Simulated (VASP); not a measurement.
Set up this calculation in VASP 6.6.1, as the native input.

```
Task                   : single point
Functional             : PBE
Potentials or basis    : VASP PAW PBE potentials, release 64 (Sn_d, Se)
Cutoff                 : 520 eV
k mesh                 : 6 × 6 × 6
Occupations            : gaussian, width 0.1 eV
Spin                   : no spin polarisation
Dipole correction      : no
Further INCAR settings : ALGO = Normal; EDIFF = 1e-06; NBANDS = 17
```

The structure of SnSe lies in POSCAR:

```
SnSe
1.0
    3.1821000000      0.0000000000      0.0000000000
    0.0000000000      3.1821000000      0.0000000000
    0.0000000000      0.0000000000      3.1821000000
Sn Se
1 1
Direct
    0.5000000000      0.5000000000      0.5000000000
    0.0000000000      0.0000000000      0.0000000000
```

The input as run:

INCAR

```
PREC     = Accurate       # precision mode
ENCUT    = 520            # plane-wave cutoff, eV
EDIFF    = 1E-6           # SCF threshold, eV
ISMEAR   = 0              # smearing method
SIGMA    = 0.1            # smearing width, eV
LREAL    = False          # projectors in reciprocal space
LASPH    = True           # aspherical terms in the spheres
NELM     = 80             # most SCF steps
ALGO     = Normal         # electronic algorithm
ISIF     = 2              # what is computed and relaxed
LWAVE    = False          # write WAVECAR
LCHARG   = False          # write CHGCAR
GGA      = PE             # functional
NBANDS   = 17             # bands
```

KPOINTS

```
regular mesh
0
Gamma
  6 6 6
```

Potentials or basis: VASP PAW PBE potentials, release 64 (Sn_d, Se).

The run is started by

```bash
$ cat potpaw_PBE.64/Sn_d/POTCAR potpaw_PBE.64/Se/POTCAR > POTCAR
$ mpirun -np 1 vasp_std > vasp.out
```

Results of the run:

```json
{"Pressure": "58.9 GPa", "Band gap on the k mesh": "zero (band 10 reaches 14.15 eV, above the bottom of band 11 at 9.53 eV)"}
```

Caveat: spin-orbit coupling is left out, which moves the levels of the heavy elements.

Wall time 7.7 s on 1 thread of Intel(R) Xeon(R) Platinum 8175M CPU @ 2.50GHz (Skylake/Cascade Lake), with other jobs on the host, peak memory 0.14 GiB.
